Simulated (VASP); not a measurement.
A run of VASP 6.6.1 is set up as follows.

The input INCAR:

```
ALGO     = Fast           # electronic algorithm
EDIFF    = 1E-6           # SCF threshold, eV
EDIFFG   = -0.01          # ionic threshold
ENCUT    = 600            # plane-wave cutoff, eV
GGA      = PE             # functional
IBRION   = 2              # ionic algorithm
ISIF     = 3              # what is computed and relaxed
ISMEAR   = 0              # smearing method
LASPH    = True           # aspherical terms in the spheres
LCHARG   = False          # write CHGCAR
LREAL    = False          # projectors in reciprocal space
LWAVE    = False          # write WAVECAR
NELM     = 80             # most SCF steps
NSW      = 100            # ionic steps
PREC     = Accurate       # precision mode
SIGMA    = 0.1            # smearing width, eV
```

The input KPOINTS:

```
k-points
0
Gamma
  8 8 6
```

File POSCAR:

```
Al5Rh
1.0
    4.9878167427      0.0000000000      0.0000000000
    0.0000000000      4.9878167427      0.0000000000
    0.0000000000      0.0000000000      7.5917090498
Al Rh
5 1
Direct
    0.0000000000      0.5000000000      0.0000000000
    0.5000000000      0.0000000000      0.0000000000
    0.0000000000      0.0000000000      0.0000000000
    0.0000000000      0.0000000000      0.3265147521
    0.0000000000      0.0000000000      0.6734852479
    0.5000000000      0.5000000000      0.0000000000
```

Potentials or basis: VASP PAW PBE potentials, release 64 (Al, Rh_pv).

The run is started by

```console
$ cat potpaw_PBE.64/Al/POTCAR potpaw_PBE.64/Rh_pv/POTCAR > POTCAR
$ mpirun -np 1 vasp_std > vasp.out
```

Problem. Predict the relaxed volume.

Solution. 31.25 Å³/atom.

Problem. Estimate the relaxed cell.

Solution. a = 4.972 Å, b = 4.972 Å, c = 7.582 Å, α = 90.00°, β = 90.00°, γ = 90.00°.

Problem. What does it give for the band gap on the k mesh?

Solution. Zero (bands 15 and 16 overlap by 1.11 eV).

Problem. Predict the space group after relaxing (to 0.1 Å).

Solution. P4/mmm (No. 123).

Final structure:
```
CELL_PARAMETERS angstrom
4.97247 0.00000 0.00000
0.00000 4.97247 0.00000
0.00000 0.00000 7.58228
ATOMIC_POSITIONS crystal
Al 0.00000 0.50000 0.00000
Al 0.50000 0.00000 0.00000
Al 0.00000 0.00000 0.00000
Al 0.00000 0.00000 0.32675
Al 0.00000 0.00000 0.67325
Rh 0.50000 0.50000 0.00000
```
